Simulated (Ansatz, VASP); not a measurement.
# One calculation of ZnS, two programs

```
CELL_PARAMETERS angstrom
0.00000 2.70200 2.70200
2.70200 0.00000 2.70200
2.70200 2.70200 0.00000
ATOMIC_POSITIONS crystal
Zn 0.75000 0.75000 0.75000
S 0.00000 0.00000 0.00000
```

Alike in both runs: task single point; functional PBE-based screened hybrid with a share of 0.4 of exact exchange and HFSCREEN = 0.2; k mesh 5 × 5 × 5; occupations fermi-dirac, width 0.05 eV; no spin polarisation.

|  | VASP | Ansatz |
| --- | --- | --- |
| version | VASP 6.6.1 | Ansatz 0.2.0 |
| potentials or method | VASP PAW PBE potentials, release 64 (Zn, S) | Ansatz PAW |
| plane-wave cutoff (eV) | 520 | 420 |
| valence electrons in the cell | 18 | 18 |

Ansatz gave:

- gap on the k mesh at the Fermi level (eV): 4.14
- least direct gap on the mesh (eV): 4.14
- pressure (GPa): 0.6

What did VASP give for the same quantities?

gap on the k mesh at the Fermi level (eV): 4.12; least direct gap on the mesh (eV): 4.12; pressure (GPa): 0.5.

VASP's potentials were made for PBE, not for PBE-based screened hybrid.

Noted on Ansatz's run: odd divisions of the mesh miss points on the zone boundary, where band edges often lie, so the gap on the mesh can be too wide.
